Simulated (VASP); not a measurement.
Here is a VASP 6.6.1 calculation.

File INCAR:

```
SYSTEM = BeS
  PREC = Accurate
  ENCUT = 520
  EDIFF = 1E-8
  ISMEAR = 0
  SIGMA = 0.01
  LREAL = .FALSE.
  LASPH = .TRUE.
  NELM = 80
  ALGO = Normal
  ISIF = 2
  LWAVE = .FALSE.
  LCHARG = .FALSE.
  GGA = CA
  NBANDS = 11
  IBRION = 8
  NSW = 1
```

The input KPOINTS:

```
regular mesh
0
G
  8 8 8
  0 0 0
```

The input POSCAR:

```
BeS
1.0
    2.3829713104      2.3829713104      0.0000000000
   -2.3829713104      2.3829713104      0.0000000000
    0.0000000000      2.3829713104      2.3829713104
Be S
1 1
Direct
    0.0000000000      0.0000000000      0.0000000000
    0.7500000000      0.2500000000      0.5000000000
```

Potentials or basis: VASP PAW LDA potentials, release 64 (Be, S).

Launch:

```console
$ cat potpaw_LDA.64/Be/POTCAR potpaw_LDA.64/S/POTCAR > POTCAR
$ mpirun -np 1 vasp_std > vasp.out
```

Q: Predict the highest phonon frequency at Γ, LO-TO splitting left out.

A: 607 cm⁻¹.

Phonon frequencies in cm⁻¹ (negative: imaginary):
| q point | frequencies |
| --- | --- |
| (0.000, 0.000, 0.000) | 0 0 0 607 607 607 |

Caveat: the cell wasn't relaxed at this level first, which shifts response properties.
